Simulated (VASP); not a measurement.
# Al (I4/mmm) in VASP: a series of runs

Runs on Al. Level: PBE+D3(BJ). Tasks: single point.

Program: VASP 6.6.1. These are calculated values, not measurements. Logs are shortened: lines on timing, memory, paths and dates and some standing lists are left out, and cuts for length are marked.

**1. The cell of the first run**

It takes space group I4/mmm (No. 139, tetragonal). Conventional cell: a = 2.523 Å, b = 2.523 Å, c = 4.165 Å, α = 90.00°, β = 90.00°, γ = 90.00°. Within 3.3 Å of Al (site symmetry 4/mmm) lie 12 Al at 2.52 to 2.74 Å.

**2. Single point, PBE+D3(BJ) (13.26 Å³/atom)**

Contents of INCAR:

```
PREC     = Accurate       # precision mode
ENCUT    = 520            # plane-wave cutoff, eV
EDIFF    = 1E-6           # SCF threshold, eV
ISMEAR   = 0              # smearing method
SIGMA    = 0.15           # smearing width, eV
LREAL    = F              # projectors in reciprocal space
LASPH    = T              # aspherical terms in the spheres
NELM     = 60             # most SCF steps
ALGO     = Normal         # electronic algorithm
ISIF     = 2              # what is computed and relaxed
LWAVE    = F              # write WAVECAR
LCHARG   = T              # write CHGCAR
GGA      = PE             # functional
IVDW     = 12             # dispersion correction
LELF     = T              # ELF
LVHAR    = T            
NBANDS   = 8              # bands
```

Contents of KPOINTS:

```
regular mesh
0
Gamma
  22 22 22
```

Contents of POSCAR:

```
Al
1.0
    0.0000000000      1.7843534742      2.0823405044
    1.7843534742      0.0000000000      2.0823405044
    1.7843534742      1.7843534742      0.0000000000
Al
1
Direct
    0.0000000000      0.0000000000      0.0000000000
```

Potentials or basis: VASP PAW PBE potentials, release 64 (Al).

On the command line:

```sh
$ cat potpaw_PBE.64/Al/POTCAR > POTCAR
$ mpirun -np 1 vasp_std > vasp.out
```

OUTCAR:

```text
PREC = Accurate
   ENCUT = 520
   EDIFF = 1E-6
   ISMEAR = 0
   LREAL = F
   LASPH = T
   NELM = 60
   ISIF = 2
   GGA = PE
   IVDW = 12
 IVDW          = 12

 ion  position               nearest neighbor table
   1  0.000  0.000  0.000-

  LATTYP: Found a body centered tetragonal cell.
 ALAT       =     2.5234568833
 C/A-ratio  =     1.6503872273

  Lattice vectors:

 A1 = (  -1.7843534742,   0.0000000000,   2.0823405044)
 A2 = (   1.7843534742,   0.0000000000,   2.0823405044)
 A3 = (   0.0000000000,   1.7843534742,  -2.0823405044)

Analysis of symmetry for initial positions (statically):
=====================================================================
 Subroutine PRICEL returns:
 Original cell was already a primitive cell.

 Routine SETGRP: Setting up the symmetry group for a
 body centered tetragonal supercell.

 Subroutine GETGRP returns: Found 16 space group operations
 (whereof 16 operations were pure point group operations)
 out of a pool of 16 trial point group operations.

The static configuration has the point symmetry D_4h.

Analysis of symmetry for dynamics (positions and initial velocities):
=====================================================================
 Subroutine PRICEL returns:
 Original cell was already a primitive cell.

 Routine SETGRP: Setting up the symmetry group for a
 body centered tetragonal supercell.

 Subroutine GETGRP returns: Found 16 space group operations
 (whereof 16 operations were pure point group operations)
 out of a pool of 16 trial point group operations.

The dynamic configuration has the point symmetry D_4h.

 Subroutine INISYM returns: Found 16 space group operations
 (whereof 16 operations are pure point group operations),
 and found     1 'primitive' translations

----------------------------------------------------------------------------------------

                                     Primitive cell

  volume of cell :      13.2600

  direct lattice vectors                    reciprocal lattice vectors
     0.000000000  1.784353474  2.082340504    -0.280213538  0.280213538  0.240114428
     1.784353474  0.000000000  2.082340504     0.280213538 -0.280213538  0.240114428
     1.784353474  1.784353474  0.000000000     0.280213538  0.280213538 -0.240114428

  length of vectors
     2.742272652  2.742272652  2.523456883     0.463351047  0.463351047  0.463351047

  position of ions in fractional coordinates (direct lattice)
     0.000000000  0.000000000  0.000000000

  ion indices of the primitive-cell ions
   primitive index   ion index
                 1           1

----------------------------------------------------------------------------------------

 KPOINTS: regular mesh

Automatic generation of k-mesh.
 Grid dimensions read from file:
 generate k-points for:   22   22   22

 Generating k-lattice:

  Cartesian coordinates                     Fractional coordinates (reciprocal lattice)
    -0.012736979  0.012736979  0.010914292     0.045454545  0.000000000  0.000000000
     0.012736979 -0.012736979  0.010914292     0.000000000  0.045454545  0.000000000
     0.012736979  0.012736979 -0.010914292     0.000000000  0.000000000  0.045454545

  Length of vectors
     0.021061411  0.021061411  0.021061411

  Shift w.r.t. Gamma in fractional coordinates (k-lattice)
     0.000000000  0.000000000  0.000000000

 Subroutine IBZKPT returns following result:
 ===========================================

 Found    834 irreducible k-points:

 Following reciprocal coordinates:
            Coordinates               Weight
  0.000000  0.000000  0.000000      1.000000
  0.045455  0.000000  0.000000      8.000000
  0.090909  0.000000  0.000000      8.000000
  0.136364  0.000000  0.000000      8.000000
  0.181818  0.000000  0.000000      8.000000
  0.227273  0.000000  0.000000      8.000000
[... 16 lines left out ...]
  0.500000  0.045455  0.000000      8.000000
 -0.454545  0.045455  0.000000      8.000000
 [... further k-points ...]
   k-points           NKPTS =    834   k-points in BZ     NKDIM =    834   number of bands    NBANDS=      8
   number of dos      NEDOS =    301   number of ions     NIONS =      1
   total plane-waves  NPLWV =   8000
   dimension x,y,z NGX =    20 NGY =   20 NGZ =   20
   dimension x,y,z NGXF=    40 NGYF=   40 NGZF=   40
   ions per type =               1
   NGX,Y,Z   is equivalent  to a cutoff of  12.12, 12.12, 13.18 a.u.
   NGXF,Y,Z  is equivalent  to a cutoff of  24.25, 24.25, 26.35 a.u.
 SYSTEM =  unknown system
   PREC   = accura    normal or accurate (medium, high low for compatibility)
   ISTART =      0    job   : 0-new  1-cont  2-samecut
   ICHARG =      2    charge: 1-file 2-atom 10-const
   ISPIN  =      1    spin polarized calculation?
   LNONCOLLINEAR =      F non collinear calculations
   LSORBIT =      F    spin-orbit coupling
   LASPH  =      T    aspherical Exc in radial PAW
   ENCUT  =  520.0 eV  38.22 Ry    6.18 a.u.   5.10  5.10  4.69*2*pi/ulx,y,z
   NELM   =     60;   NELMIN=  2; NELMDL= -5     # of ELM steps
   EDIFF  = 0.1E-05   stopping-criterion for ELM
   LREAL  =      F    real-space projection
   EDIFFG = 0.1E-04   stopping-criterion for IOM
   NSW    =      0    number of steps for IOM
   IBRION =     -1    ionic relax: 0-MD 1-quasi-New 2-CG
   NFREE  =      0    steps in history (QN), initial steepest desc. (CG)
   ISIF   =      2    stress and relaxation
   ISYM   =      2    0-nonsym 1-usesym 2-fastsym
   POTIM  = 0.5000    time-step for ionic-motion
   TEBEG  =    0.0;   TEEND  =   0.0 temperature during run
   PSTRESS=    0.0 pullay stress
   NELECT =       3.0000    total number of electrons
   NUPDOWN=      -1.0000    fix difference up-down
   EMIN   =  10.00;   EMAX   =-10.00  energy-range for DOS
   EFERMI =   0.00;   METHOD = LEGACY
   ISMEAR =     0;   SIGMA  =   0.15  broadening in eV -4-tet -1-fermi 0-gaus
   EFERMI_NEDOS =   21; number of points for ismear=-14 and -15
   IALGO  =     38    algorithm
   IMIX   =      4    mixing-type and parameters
     AMIX     =   0.40;   BMIX     =  1.00
     AMIX_MAG =   1.60;   BMIX_MAG =  1.00
  volume/ion in A,a.u.               =      13.26        89.48
  Fermi-wavevector in a.u.,A,eV,Ry     =   0.997549  1.885094 13.539202  0.995103
  Thomas-Fermi vector in A             =   2.129712
   LORBIT       =      0    0 simple, 1 ext, 2 COOP (PROOUT), +10 PAW based schemes
   GGA     = PE    functional components
   LHFCALC =     F    Hartree Fock is set to
   AEXX    =    0.0000 exact exchange contribution
   IVDW    =    12    specifies the selected vdW correction
   LEPSILON=     F    determine dielectric tensor
   LRPA    =     F    only Hartree local field effects (RPA)
 non-spin polarized calculation
 Gauss-broadening in eV      SIGMA  =   0.15
  energy-cutoff  :      520.00
  volume of cell :       13.26
 maximum number of plane-waves:       370
   NGX = 11   NGY = 11   NGZ =  9

 number of electron       3.0000000 magnetization

 Free energy of the ion-electron system (eV)
  ---------------------------------------------------
  ext. energy  EPLUGINS =         0.00000000
  ---------------------------------------------------
  free energy    TOTEN  =        -3.42280664 eV

  energy without entropy =       -3.41893257  energy(sigma->0) =       -3.42086961

 E-fermi :  10.4153     XC(G=0): -11.0146

 val. band max:       10.4112609594   @ k =  -0.4545   0.0455   0.4545
 cond. band min:      10.4225151001   @ k =  -0.0909   0.4545   0.4091
 fundamental gap:      0.0112541407
 Fermi energy:        10.4152536789

 k-point     1 :       0.0000    0.0000    0.0000
  band No.  band energies     occupation
      1      -2.2493      2.00000
      2      23.3495      0.00000
      3      25.4026      0.00000
      4      25.4026      0.00000
      5      27.3675      0.00000
      6      27.7362      0.00000
      7      27.7362      0.00000
      8      28.0663      0.00000

 k-point     2 :       0.0455    0.0000    0.0000
  band No.  band energies     occupation
      1      -2.1837      2.00000
      2      22.9046      0.00000
      3      24.5611      0.00000
      4      25.3002      0.00000
      5      26.8981      0.00000
      6      27.9424      0.00000
      7      28.0213      0.00000
      8      28.3672      0.00000

 k-point     3 :       0.0909    0.0000    0.0000
  band No.  band energies     occupation
      1      -1.9873      2.00000
      2      21.4491      0.00000
      3      23.6443      0.00000
      4      25.0745      0.00000
      5      26.0715      0.00000
      6      28.0500      0.00000
      7      28.4791      0.00000
      8      29.0176      0.00000

 k-point     4 :       0.1364    0.0000    0.0000
  band No.  band energies     occupation
      1      -1.6606      2.00000
      2      19.5019      0.00000
      3      23.0125      0.00000
      4      24.8389      0.00000
      5      25.1834      0.00000
      6      27.9059      0.00000
      7      29.2308      0.00000
      8      29.9644      0.00000

 k-point     5 :       0.1818    0.0000    0.0000
  band No.  band energies     occupation
      1      -1.2049      2.00000
      2      17.4841      0.00000
      3      22.4681      0.00000
      4      24.3332      0.00000
      5      24.6517      0.00000
      6      27.7470      0.00000
      7      30.1346      0.00000
      8      31.0842      0.00000

 k-point     6 :       0.2273    0.0000    0.0000
  band No.  band energies     occupation
      1      -0.6218      2.00000
      2      15.5038      0.00000
      3      21.9884      0.00000
      4      23.5592      0.00000
      5      24.5364      0.00000
      6      27.6332      0.00000
      7      31.0803      0.00000
      8      31.3220      0.00000

 k-point     7 :       0.2727    0.0000    0.0000
  band No.  band energies     occupation
      1       0.0868      2.00000
      2      13.5958      0.00000
      3      21.5792      0.00000
      4      22.8789      0.00000
      5      24.5022      0.00000
      6      27.5989      0.00000
      7      30.1636      0.00000
      8      32.3128      0.00000
[... 133 lines left out ...]
 k-point    20 :       0.3636    0.0455    0.0000
  band No.  band energies     occupation
      1       1.4648      2.00000
      2      10.8725      0.00002
      3      20.1158      0.00000
      4      22.6842      0.00000
      5      23.7744      0.00000
      6      27.3070      0.00000
      7      29.6671      0.00000
      8      32.7268      0.00000

 k-point    21 :       0.4091    0.0455    0.0000
  band No.  band energies     occupation
      1       2.4773      2.00000
      2       9.2096      2.00000
      3      19.6866      0.00000
      4      22.5861      0.00000
      5      23.9738      0.00000
      6      27.4691      0.00000
      7      28.8586      0.00000
      8      31.8779      0.00000

 k-point    22 :       0.4545    0.0455    0.0000
  band No.  band energies     occupation
      1       3.5972      2.00000
      2       7.6584      2.00000
      3      19.3673      0.00000
      4      22.5688      0.00000
      5      24.2597      0.00000
      6      27.7589      0.00000
      7      28.1661      0.00000
      8      31.0978      0.00000

 k-point    23 :       0.5000    0.0455    0.0000
  band No.  band energies     occupation
      1       4.7644      2.00000
      2       6.2803      2.00000
      3      19.1587      0.00000
      4      22.6379      0.00000
      5      24.6183      0.00000
      6      27.6059      0.00000
      7      28.1654      0.00000
      8      30.4169      0.00000

 k-point    24 :      -0.4545    0.0455    0.0000
  band No.  band energies     occupation
      1       4.6795      2.00000
      2       6.3752      2.00000
      3      19.0605      0.00000
      4      22.7977      0.00000
      5      25.0120      0.00000
      6      27.2167      0.00000
      7      28.6485      0.00000
      8      29.8797      0.00000

 [... further k-points ...]

------------------------ aborting loop because EDIFF is reached ----------------------------------------

 Edisp (eV)   -0.42213

 E8    (eV) :    -0.1894

  FORCE on cell =-STRESS in cart. coord.  units (eV):
  Direction    XX          YY          ZZ          XY          YZ          ZX
  --------------------------------------------------------------------------------------
  -------------------------------------------------------------------------------------
  Total       2.74652     2.74652     0.73892     0.00000     0.00000    -0.00000
  in kB     331.85641   331.85641    89.28218     0.00000     0.00000    -0.00000
  external pressure =      251.00 kB  Pullay stress =        0.00 kB

 VOLUME and BASIS-vectors are now :
 -----------------------------------------------------------------------------
  energy-cutoff  :      520.00
  volume of cell :       13.26
      direct lattice vectors                 reciprocal lattice vectors
     0.000000000  1.784353474  2.082340504    -0.280213538  0.280213538  0.240114428
     1.784353474  0.000000000  2.082340504     0.280213538 -0.280213538  0.240114428
     1.784353474  1.784353474  0.000000000     0.280213538  0.280213538 -0.240114428

 POSITION                                       TOTAL-FORCE (eV/Angst)
 -----------------------------------------------------------------------------------
      0.00000      0.00000      0.00000         0.000000      0.000000      0.000000
 -----------------------------------------------------------------------------------
    total drift:                                0.000000      0.000000     -0.000000

  FREE ENERGIE OF THE ION-ELECTRON SYSTEM (eV)
  ---------------------------------------------------
  free  energy   TOTEN  =        -3.8449406086 eV

  energy  without entropy=       -3.8410665325  energy(sigma->0) =       -3.84300357
```

Wall time 35 s (1 thread of Intel Xeon Platinum 8488C (Sapphire Rapids), shared host); peak memory 0.19 GiB.

What came out:

```
Free energy                : -3.8449 eV
Pressure                   : 25.1 GPa
Band gap on the k mesh     : zero (an odd number of electrons rules out a gap without spin polarisation)
Dispersion energy per atom : -0.422 eV
```

Caveat: the stress differs along the axes, from 9 to 33 GPa.

**3. Single point, PBE+D3(BJ) (13.26 Å³/atom)**

Contents of INCAR:

```
ALGO = Fast
EDIFF = 1E-7
ENCUT = 520
GGA = PE
ISIF = 2
ISMEAR = 0
IVDW = 12
LASPH = T
LCHARG = F
LREAL = F
LWAVE = F
NBANDS = 8
NELM = 60
PREC = Accurate
SIGMA = 0.15
```

Contents of KPOINTS:

```
k-points
0
Gamma
  22 22 22
```

Contents of POSCAR:

```
Al
1.0
    0.0000000000      1.9778550561      1.6948239976
    1.9778550561      0.0000000000      1.6948239976
    1.9778550561      1.9778550561      0.0000000000
Al
1
Direct
    0.0000000000      0.0000000000      0.0000000000
```

Potentials or basis: VASP PAW PBE potentials, release 64 (Al).

On the command line:

```sh
$ cat potpaw_PBE.64/Al/POTCAR > POTCAR
$ mpirun -np 1 vasp_std > vasp.out
```

It took 52 s on 1 thread of Intel Xeon Platinum 8488C (Sapphire Rapids), shared host; peak memory 0.2 GiB.

Results (log left out):

- Free energy: -3.8790 eV
- Pressure: 23.2 GPa
- Band gap on the k mesh: zero (an odd number of electrons rules out a gap without spin polarisation)
- Dispersion energy per atom: -0.422 eV

Stress tensor (GPa, compression positive):
```
19.36  0.00  0.00
 0.00 19.36  0.00
 0.00  0.00 30.96
```

Levels at points of the mesh, in eV from the Fermi level:
| k point | band 1 | band 2 | band 3 | band 4 |
| --- | --- | --- | --- | --- |
| (0.00, 0.00, 0.00) | -12.71 | 13.70 | 13.70 | 15.45 |
| (0.50, 0.00, 0.00) | -5.42 | -4.57 | 10.67 | 11.94 |
| (0.50, 0.50, 0.00) | -1.30 | 0.46 | 4.00 | 4.64 |
| (0.50, 0.00, 0.50) | -4.27 | -2.80 | 6.37 | 7.73 |

Caveat: the stress differs along the axes, from 19 to 31 GPa.

[end of part 1 of 2]

The gap in the log of VASP goes by the Fermi energy; the results here count the filled bands.